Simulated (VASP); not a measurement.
SnO2 (Cassiterite):

```
CELL_PARAMETERS angstrom
4.80035 0.00000 0.00000
0.00000 4.80035 0.00000
0.00000 0.00000 3.22843
ATOMIC_POSITIONS crystal
Sn 0.50000 0.50000 0.50000
Sn 0.00000 0.00000 0.00000
O 0.80710 0.19290 0.50000
O 0.69290 0.69290 0.00000
O 0.19290 0.80710 0.50000
O 0.30710 0.30710 0.00000
```

Base run:

```yaml
Program: VASP 6.6.1
Functional: BLYP
Dispersion: D3(BJ)
Potentials_or_basis: VASP PAW PBE potentials, release 64 (Sn_d, O)
Cutoff: 520 eV
k_mesh: 6 × 6 × 8
Occupations: fermi-dirac, width 0.05 eV
Spin: no spin polarisation
```

Its results: band gap on the k mesh 0.90 eV, direct; pressure 2.6 GPa; largest force 0.230 eV/Å.

Problem. The run is repeated on the same cell with these changes: functional from BLYP to revPBE. What comes out?

Solution. Band gap on the k mesh 0.89 eV, direct; pressure 0.6 GPa; largest force 0.175 eV/Å.

Caveats: the PAW data sets were made with another functional, which shifts forces and pressure a little; spin-orbit coupling is left out, which moves the levels of the heavy elements.

